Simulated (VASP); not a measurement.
# BaTiO3 (P4mm) in VASP: single point with PBEsol

Aim: the single point of BaTiO3 with PBEsol.

Program: VASP 6.6.1. These are calculated values, not measurements. Logs are shortened: lines on timing, memory, paths and dates and some standing lists are left out, and cuts for length are marked.

**1. The cell of the first run**

It takes space group P4mm (No. 99, tetragonal). The conventional cell has a = 4.133 Å, b = 4.133 Å, c = 3.874 Å, α = 90.00°, β = 90.00°, γ = 90.00°. Within 3.7 Å of Ba (site symmetry 4mm) lie 12 O at 2.82 to 2.92 Å and 8 Ti at 3.50 to 3.52 Å. Ti (site symmetry 4mm) has 6 O at 1.89 to 2.07 Å within 2.5 Å. Within 2.7 Å of O (site symmetry 2mm) lie 2 Ti at 2.07 Å. Within 2.5 Å of O (site symmetry 4mm) lie 2 Ti at 1.89 to 1.98 Å.

**2. Single point, PBEsol (biaxial strain in the a-b plane: +4.5 %, then relaxed in part)**

File INCAR:

```
ALGO = Normal
EDIFF = 1E-6
ENCUT = 520
GGA = PS
ISIF = 2
ISMEAR = 0
LASPH = T
LCHARG = F
LREAL = F
LWAVE = F
NBANDS = 28
NELM = 60
PREC = Accurate
SIGMA = 0.02
```

File KPOINTS:

```
k-points
0
Gamma
  8 8 8
```

File POSCAR:

```
BaTiO3
1.0
    4.1334854956      0.0000000000      0.0000000000
    0.0000000000      4.1334854956      0.0000000000
    0.0000000000      0.0000000000      3.8740311761
Ba Ti O
1 1 3
Direct
    0.5000000000      0.5000000000      0.5742306311
    0.0000000000      0.0000000000      0.0785068206
    0.0000000000      0.5000000000      0.0698559663
    0.5000000000      0.0000000000      0.0698559663
    0.0000000000      0.0000000000      0.5675476057
```

Potentials or basis: VASP PAW PBE potentials, release 64 (Ba_sv, Ti_sv, O).

On the command line:

```
$ cat potpaw_PBE.64/Ba_sv/POTCAR potpaw_PBE.64/Ti_sv/POTCAR potpaw_PBE.64/O/POTCAR > POTCAR
$ mpirun -np 1 vasp_std > vasp.out
```

OUTCAR:

```text
EDIFF = 1E-6
   ENCUT = 520
   GGA = PS
   ISIF = 2
   ISMEAR = 0
   LASPH = T
   LREAL = F
   NELM = 60
   PREC = Accurate

 ion  position               nearest neighbor table
   1  0.500  0.500  0.574-   3 2.82   4 2.82   4 2.82   3 2.82   3 2.84   4 2.84   4 2.84   3 2.84
                             5 2.92   5 2.92   5 2.92   5 2.92   2 3.50   2 3.50   2 3.50   2 3.50
   2  0.000  0.000  0.079-   5 1.89   5 1.98   3 2.07   4 2.07   3 2.07   4 2.07   1 3.50   1 3.50
                             1 3.50   1 3.50   1 3.52   1 3.52   1 3.52   1 3.52
   3  0.000  0.500  0.070-   2 2.07   2 2.07   1 2.82   1 2.82   1 2.84   1 2.84
   4  0.500  0.000  0.070-   2 2.07   2 2.07   1 2.82   1 2.82   1 2.84   1 2.84
   5  0.000  0.000  0.568-   2 1.89   2 1.98   1 2.92   1 2.92   1 2.92   1 2.92

  LATTYP: Found a simple tetragonal cell.
 ALAT       =     4.1334854956
 C/A-ratio  =     0.9372311044

  Lattice vectors:

 A1 = (   4.1334854956,   0.0000000000,   0.0000000000)
 A2 = (   0.0000000000,   4.1334854956,   0.0000000000)
 A3 = (   0.0000000000,   0.0000000000,   3.8740311761)

Analysis of symmetry for initial positions (statically):
=====================================================================
 Subroutine PRICEL returns:
 Original cell was already a primitive cell.

 Routine SETGRP: Setting up the symmetry group for a
 simple tetragonal supercell.

 Subroutine GETGRP returns: Found  8 space group operations
 (whereof  8 operations were pure point group operations)
 out of a pool of 16 trial point group operations.

The static configuration has the point symmetry C_4v.

Analysis of symmetry for dynamics (positions and initial velocities):
=====================================================================
 Subroutine PRICEL returns:
 Original cell was already a primitive cell.

 Routine SETGRP: Setting up the symmetry group for a
 simple tetragonal supercell.

 Subroutine GETGRP returns: Found  8 space group operations
 (whereof  8 operations were pure point group operations)
 out of a pool of 16 trial point group operations.

The dynamic configuration has the point symmetry C_4v.

 Subroutine INISYM returns: Found  8 space group operations
 (whereof  8 operations are pure point group operations),
 and found     1 'primitive' translations

----------------------------------------------------------------------------------------

                                     Primitive cell

  volume of cell :      66.1905

  direct lattice vectors                    reciprocal lattice vectors
     4.133485496  0.000000000  0.000000000     0.241926578  0.000000000  0.000000000
     0.000000000  4.133485496  0.000000000     0.000000000  0.241926578  0.000000000
     0.000000000  0.000000000  3.874031176     0.000000000  0.000000000  0.258129053

  length of vectors
     4.133485496  4.133485496  3.874031176     0.241926578  0.241926578  0.258129053

  position of ions in fractional coordinates (direct lattice)
     0.500000000  0.500000000  0.574230631
     0.000000000  0.000000000  0.078506821
     0.000000000  0.500000000  0.069855966
     0.500000000  0.000000000  0.069855966
     0.000000000  0.000000000  0.567547606

  ion indices of the primitive-cell ions
   primitive index   ion index
                 1           1
                 2           2
                 3           3
                 4           4
                 5           5

----------------------------------------------------------------------------------------

 KPOINTS: k-points

Automatic generation of k-mesh.
 Grid dimensions read from file:
 generate k-points for:    8    8    8

 Generating k-lattice:

  Cartesian coordinates                     Fractional coordinates (reciprocal lattice)
     0.030240822  0.000000000  0.000000000     0.125000000  0.000000000  0.000000000
     0.000000000  0.030240822  0.000000000     0.000000000  0.125000000  0.000000000
     0.000000000  0.000000000  0.032266132     0.000000000  0.000000000  0.125000000

  Length of vectors
     0.030240822  0.030240822  0.032266132

  Shift w.r.t. Gamma in fractional coordinates (k-lattice)
     0.000000000  0.000000000  0.000000000

 Subroutine IBZKPT returns following result:
 ===========================================

 Found     75 irreducible k-points:

 Following reciprocal coordinates:
            Coordinates               Weight
  0.000000  0.000000  0.000000      1.000000
  0.125000  0.000000  0.000000      4.000000
  0.250000  0.000000  0.000000      4.000000
  0.375000  0.000000  0.000000      4.000000
  0.500000  0.000000  0.000000      2.000000
  0.125000  0.125000  0.000000      4.000000
[... 16 lines left out ...]
  0.375000  0.125000  0.125000     16.000000
  0.500000  0.125000  0.125000      8.000000
 [... further k-points ...]
   k-points           NKPTS =     75   k-points in BZ     NKDIM =     75   number of bands    NBANDS=     28
   number of dos      NEDOS =    301   number of ions     NIONS =      5
   total plane-waves  NPLWV =  30720
   dimension x,y,z NGX =    32 NGY =   32 NGZ =   30
   dimension x,y,z NGXF=    64 NGYF=   64 NGZF=   60
   ions per type =               1   1   3
   NGX,Y,Z   is equivalent  to a cutoff of  12.87, 12.87, 12.87 a.u.
   NGXF,Y,Z  is equivalent  to a cutoff of  25.74, 25.74, 25.75 a.u.
 SYSTEM =  unknown system
   PREC   = accura    normal or accurate (medium, high low for compatibility)
   ISTART =      0    job   : 0-new  1-cont  2-samecut
   ICHARG =      2    charge: 1-file 2-atom 10-const
   ISPIN  =      1    spin polarized calculation?
   LNONCOLLINEAR =      F non collinear calculations
   LSORBIT =      F    spin-orbit coupling
   LASPH  =      T    aspherical Exc in radial PAW
   ENCUT  =  520.0 eV  38.22 Ry    6.18 a.u.   7.69  7.69  7.20*2*pi/ulx,y,z
   NELM   =     60;   NELMIN=  2; NELMDL= -5     # of ELM steps
   EDIFF  = 0.1E-05   stopping-criterion for ELM
   LREAL  =      F    real-space projection
   EDIFFG = 0.1E-04   stopping-criterion for IOM
   NSW    =      0    number of steps for IOM
   IBRION =     -1    ionic relax: 0-MD 1-quasi-New 2-CG
   NFREE  =      0    steps in history (QN), initial steepest desc. (CG)
   ISIF   =      2    stress and relaxation
   ISYM   =      2    0-nonsym 1-usesym 2-fastsym
   POTIM  = 0.5000    time-step for ionic-motion
   TEBEG  =    0.0;   TEEND  =   0.0 temperature during run
   PSTRESS=    0.0 pullay stress
   NELECT =      40.0000    total number of electrons
   NUPDOWN=      -1.0000    fix difference up-down
   EMIN   =  10.00;   EMAX   =-10.00  energy-range for DOS
   EFERMI =   0.00;   METHOD = LEGACY
   ISMEAR =     0;   SIGMA  =   0.02  broadening in eV -4-tet -1-fermi 0-gaus
   EFERMI_NEDOS =   21; number of points for ismear=-14 and -15
   IALGO  =     38    algorithm
   IMIX   =      4    mixing-type and parameters
     AMIX     =   0.40;   BMIX     =  1.00
     AMIX_MAG =   1.60;   BMIX_MAG =  1.00
  volume/ion in A,a.u.               =      13.24        89.34
  Fermi-wavevector in a.u.,A,eV,Ry     =   1.384085  2.615542 26.064572  1.915692
  Thomas-Fermi vector in A             =   2.508623
   LORBIT       =      0    0 simple, 1 ext, 2 COOP (PROOUT), +10 PAW based schemes
   GGA     = PS    functional components
   LHFCALC =     F    Hartree Fock is set to
   AEXX    =    0.0000 exact exchange contribution
   IVDW    =     0    specifies the selected vdW correction
   LEPSILON=     F    determine dielectric tensor
   LRPA    =     F    only Hartree local field effects (RPA)
 non-spin polarized calculation
 Gauss-broadening in eV      SIGMA  =   0.02
  energy-cutoff  :      520.00
  volume of cell :       66.19
 maximum number of plane-waves:      1808
 NGX is ok and might be reduce to    32
   NGX = 15   NGY = 15   NGZ = 15

 number of electron      40.0000018 magnetization

 Free energy of the ion-electron system (eV)
  ---------------------------------------------------
  ext. energy  EPLUGINS =         0.00000000
  ---------------------------------------------------
  free energy    TOTEN  =       -41.81299526 eV

  energy without entropy =      -41.81299526  energy(sigma->0) =      -41.81299526

 E-fermi :   3.6252     XC(G=0): -11.3477

 val. band max:        3.5041716382   @ k =   0.5000   0.5000   0.5000
 cond. band min:       5.0244162865   @ k =   0.0000   0.0000   0.0000
 fundamental gap:      1.5202446483
 Fermi energy:         3.6252406349

 k-point     1 :       0.0000    0.0000    0.0000
  band No.  band energies     occupation
      1     -53.0299      2.00000
      2     -29.3712      2.00000
      3     -29.3301      2.00000
      4     -29.3301      2.00000
      5     -21.3905      2.00000
      6     -13.4376      2.00000
[... 20 lines left out ...]
     27       8.6700      0.00000
     28      10.3454      0.00000

 k-point     2 :       0.1250    0.0000    0.0000
  band No.  band energies     occupation
      1     -53.0298      2.00000
      2     -29.3710      2.00000
      3     -29.3352      2.00000
      4     -29.3299      2.00000
      5     -21.3777      2.00000
      6     -13.4573      2.00000
[... 20 lines left out ...]
     27       8.9390      0.00000
     28      10.6837      0.00000

 k-point     3 :       0.2500    0.0000    0.0000
  band No.  band energies     occupation
      1     -53.0296      2.00000
      2     -29.3705      2.00000
      3     -29.3475      2.00000
      4     -29.3294      2.00000
      5     -21.3464      2.00000
      6     -13.5200      2.00000
[... 20 lines left out ...]
     27       9.6133      0.00000
     28      11.7094      0.00000

 k-point     4 :       0.3750    0.0000    0.0000
  band No.  band energies     occupation
      1     -53.0294      2.00000
      2     -29.3701      2.00000
      3     -29.3598      2.00000
      4     -29.3290      2.00000
      5     -21.3146      2.00000
      6     -13.5994      2.00000
[... 20 lines left out ...]
     27      10.3716      0.00000
     28      11.6529      0.00000

 k-point     5 :       0.5000    0.0000    0.0000
  band No.  band energies     occupation
      1     -53.0293      2.00000
      2     -29.3699      2.00000
      3     -29.3648      2.00000
      4     -29.3288      2.00000
      5     -21.3013      2.00000
      6     -13.6359      2.00000
[... 20 lines left out ...]
     27      10.7318      0.00000
     28      11.6086      0.00000

 k-point     6 :       0.1250    0.1250    0.0000
  band No.  band energies     occupation
      1     -53.0297      2.00000
      2     -29.3708      2.00000
      3     -29.3351      2.00000
      4     -29.3348      2.00000
      5     -21.3655      2.00000
      6     -13.4659      2.00000
[... 463 lines left out ...]
      5     -21.3469      2.00000
      6     -13.3848      2.00000
[... 20 lines left out ...]
     27       9.4651      0.00000
     28      11.0639      0.00000

 k-point    22 :       0.2500    0.1250    0.1250
  band No.  band energies     occupation
      1     -53.0292      2.00000
      2     -29.3818      2.00000
      3     -29.3467      2.00000
      4     -29.3340      2.00000
      5     -21.3187      2.00000
      6     -13.4132      2.00000
[... 20 lines left out ...]
     27      10.0816      0.00000
     28      11.4182      0.00000

 k-point    23 :       0.3750    0.1250    0.1250
  band No.  band energies     occupation
      1     -53.0290      2.00000
      2     -29.3813      2.00000
      3     -29.3588      2.00000
      4     -29.3335      2.00000
      5     -21.2902      2.00000
      6     -13.4624      2.00000
[... 20 lines left out ...]
     27      10.7984      0.00000
     28      11.9087      0.00000

 k-point    24 :       0.5000    0.1250    0.1250
  band No.  band energies     occupation
      1     -53.0289      2.00000
      2     -29.3811      2.00000
      3     -29.3639      2.00000
      4     -29.3333      2.00000
      5     -21.2783      2.00000
      6     -13.4876      2.00000
[... 20 lines left out ...]
     27      11.1108      0.00000
     28      12.0715      0.00000

 [... further k-points ...]

------------------------ aborting loop because EDIFF is reached ----------------------------------------

  FORCE on cell =-STRESS in cart. coord.  units (eV):
  Direction    XX          YY          ZZ          XY          YZ          ZX
  --------------------------------------------------------------------------------------
  -------------------------------------------------------------------------------------
  Total       -4.2504600     -4.2504600      0.7719466      0.0000000      0.0000000      0.0000000
  in kB     -102.8846459   -102.8846459     18.6853776      0.0000000      0.0000000      0.0000000
  external PRESSURE =     -62.3613047 kB  Pullay stress =       0.0000000 kB

 VOLUME and BASIS-vectors are now :
 -----------------------------------------------------------------------------
  energy-cutoff  :      520.00
  volume of cell :       66.19
      direct lattice vectors                 reciprocal lattice vectors
     4.133485496  0.000000000  0.000000000     0.241926578  0.000000000  0.000000000
     0.000000000  4.133485496  0.000000000     0.000000000  0.241926578  0.000000000
     0.000000000  0.000000000  3.874031176     0.000000000  0.000000000  0.258129053

 POSITION                                       TOTAL-FORCE (eV/Angst)
 -----------------------------------------------------------------------------------
      2.06674      2.06674      2.22459        -0.000000      0.000000     -0.007771
      0.00000      0.00000      0.30414        -0.000000     -0.000000     -0.019328
      0.00000      2.06674      0.27062         0.000000     -0.000000      0.003574
      2.06674      0.00000      0.27062        -0.000000      0.000000      0.003574
      0.00000      0.00000      2.19870        -0.000000      0.000000      0.019951
 -----------------------------------------------------------------------------------
    total drift:                                0.000000     -0.000000     -0.000477

  FREE ENERGIE OF THE ION-ELECTRON SYSTEM (eV)
  ---------------------------------------------------
  free  energy   TOTEN  =       -41.8129952576 eV

  energy  without entropy=      -41.8129952576  energy(sigma->0) =      -41.81299526
```

It took 54 s on 1 thread of Intel Xeon 6975P-C (Granite Rapids), shared host; peak memory 0.27 GiB.

What came out:

| Item | Value |
| --- | --- |
| Free energy | -41.8130 eV |
| Pressure | -6.2 GPa |
| Largest force | 0.020 eV/Å |
| Band gap on the k mesh | 1.52 eV, indirect (least direct gap 1.71 eV) |

Forces on the atoms (eV/Å):
```
Ba   0.000  0.000 -0.008
Ti   0.000  0.000 -0.019
O    0.000  0.000  0.004
O    0.000  0.000  0.004
O    0.000  0.000  0.020
```

Stress tensor (GPa, compression positive):
```
-10.29   0.00   0.00
  0.00 -10.29   0.00
  0.00   0.00   1.87
```

Caveat: the cell differs from its parent crystal (biaxial strain in the a-b plane: +4.5 %, then relaxed in part); the PAW data sets were made with another functional, which shifts forces and pressure a little; spin-orbit coupling is left out, which moves the levels of the heavy elements. A k mesh can miss the band edges.
